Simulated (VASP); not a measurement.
A run of VASP 6.6.1 is set up as follows.

File INCAR:

```
SYSTEM = Ga2O3
PREC = Accurate
ENCUT = 520
EDIFF = 1E-6
ISMEAR = 0
SIGMA = 0.02
LREAL = .FALSE.
LASPH = .TRUE.
NELM = 60
ALGO = Normal
ISIF = 2
LWAVE = .FALSE.
LCHARG = .FALSE.
GGA = PE
NBANDS = 55
```

KPOINTS

```
Automatic mesh
0
G
  6 6 6
  0 0 0
```

File POSCAR:

```
Ga2O3
1.0
    2.5288071883      1.4600075109      4.5408731704
   -2.5288071883      1.4600075109      4.5408731704
    0.0000000000     -2.9200150218      4.5408731704
Ga O
4 6
Direct
    0.8558438243      0.8558438243      0.8558438243
    0.6441561757      0.6441561757      0.6441561757
    0.1441561757      0.1441561757      0.1441561757
    0.3558438243      0.3558438243      0.3558438243
    0.7500000000      0.4468728987      0.0531271013
    0.4468728987      0.0531271013      0.7500000000
    0.0531271013      0.7500000000      0.4468728987
    0.2500000000      0.5531271013      0.9468728987
    0.9468728987      0.2500000000      0.5531271013
    0.5531271013      0.9468728987      0.2500000000
```

Potentials or basis: VASP PAW PBE potentials, release 64 (Ga_d, O).

The run is started by

```bash
$ cat potpaw_PBE.64/Ga_d/POTCAR potpaw_PBE.64/O/POTCAR > POTCAR
$ mpirun -np 1 vasp_std > vasp.out
```

Question: What does it give for the largest force?

Answer: 0.011 eV/Å.

Question: Estimate the pressure.

Answer: 1.0 GPa.

Question: What does it give for the band gap on the k mesh?

Answer: 2.39 eV (least direct gap 2.63 eV).

Forces in eV/Å, atoms in the order of the input:
```
Ga   0.000  0.000  0.011
Ga   0.000  0.000 -0.011
Ga   0.000  0.000 -0.011
Ga   0.000  0.000  0.011
O    0.000  0.001  0.000
O    0.001  0.000  0.000
O    0.000 -0.001  0.000
O    0.000 -0.001  0.000
O    0.000  0.001  0.000
O   -0.001  0.000  0.000
```

A k mesh can miss the band edges.
